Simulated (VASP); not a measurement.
AlAs:

```
CELL_PARAMETERS angstrom
0.00000 2.83893 2.83893
2.83893 0.00000 2.83893
2.83893 2.83893 0.00000
ATOMIC_POSITIONS crystal
Al 0.00000 0.00000 0.00000
As 0.25000 0.25000 0.25000
```

Program: VASP 6.6.1. Alike in all runs: task single point; potentials or basis VASP PAW PBE potentials, release 64 (Al, As); no spin polarisation; cell as given; k mesh 4 × 4 × 4; smearing gaussian 0.01 eV. Hardware: 1 thread of AMD EPYC 9R45 (Zen 5) (shared host).

Problem. Order these runs on this cell by their wall time, lowest first.
A. level PBE; cutoff (eV) 500
B. level HSE06; cutoff (eV) 400; grid for exact exchange (PRECFOCK) Normal; screening parameter 0.2079 1/Å
C. level r2SCAN; cutoff (eV) 550

Solution. A (5.5 s), C (29 s), B (87 s).

Caveats: all runs use coarse meshes.
